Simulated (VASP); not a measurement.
CsI, 2 atoms in the cell. It takes space group Pm-3m (No. 221, cubic). The conventional cell has a = 4.567 Å, b = 4.567 Å, c = 4.567 Å, α = 90.00°, β = 90.00°, γ = 90.00°. Within 5.2 Å of Cs (site symmetry m-3m) lie 8 I at 3.95 Å and 6 Cs at 4.57 Å. Within 5.2 Å of I (site symmetry m-3m) lie 8 Cs at 3.95 Å and 6 I at 4.57 Å. 

| Quantity | Value |
| --- | --- |
| Program | VASP 6.6.1 |
| Task | relaxation of cell and atoms |
| Functional | PBE |
| Potentials or basis | VASP PAW PBE potentials, release 64 (Cs_sv, I) |
| Cutoff | 500 eV |
| k mesh | 6 × 6 × 6 |
| Occupations | fermi-dirac, width 0.02 eV |
| Spin | no spin polarisation |
| Dipole correction | no |
| Further INCAR settings | ALGO = Normal; EDIFF = 1e-07; IBRION = 2; EDIFFG = -0.005; NSW = 80; ISIF = 3 |

Potentials or basis: VASP PAW PBE potentials, release 64 (Cs_sv, I).

Command:

```console
$ cat potpaw_PBE.64/Cs_sv/POTCAR potpaw_PBE.64/I/POTCAR > POTCAR
$ mpirun -np 1 vasp_std > vasp.out
```

Hardware: 1 thread of Intel Xeon 8259CL, with other jobs on the host.

Problem. How long does it take, and how much memory?

Solution. It took 120 s on 1 thread of Intel Xeon 8259CL, with other jobs on the host, peak memory 0.22 GiB. Counts: scf iterations 45, k points 20, ion steps 4.
